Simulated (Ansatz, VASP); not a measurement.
**One calculation of MgB2, two programs**

```
Mg B
1.0
    -2.66839    2.66839    2.14255
     2.66839   -2.66839    2.14255
     2.66839    2.66839   -2.14255
Mg B
2 4
Direct
  0.75000 0.75000 0.00000
  0.25000 0.25000 0.00000
  0.34544 0.15456 0.50000
  0.15456 0.65456 0.80913
  0.84544 0.34544 0.19087
  0.65456 0.84544 0.50000
```

Change from the starting cell: species swapped into the In2Ag type (I4/mcm, No. 140).

Alike in both runs: task relaxation of cell and atoms; functional PBE; k mesh 6 × 6 × 6; occupations gaussian, width 0.1 eV; no spin polarisation.

|  | VASP | Ansatz |
| --- | --- | --- |
| version | VASP 6.6.1 | Ansatz 0.2.0 |
| potentials or method | VASP PAW PBE potentials, release 64 (Mg, B), cutoff 600 eV | scalar-relativistic, plane waves, PAW |
| valence electrons in the cell | 16 | 32 |

|  | VASP | Ansatz | Ansatz less VASP |
| --- | --- | --- | --- |
| gap on the k mesh at the Fermi level, each at its own relaxed structure (eV) | none | none | - |
| relaxed volume (Å³/atom) | 10.51 | 10.62 | +0.103 |
| relaxed length of the cell vector where the two differ most in proportion (Å) | 4.803 | 4.859 | +0.0560 |

A gap of «none» marks a metal or a gap that the smearing closes. VASP's potentials hold 16 valence electrons a cell and Ansatz's 32, so a difference there can come from the potentials and not from the codes.
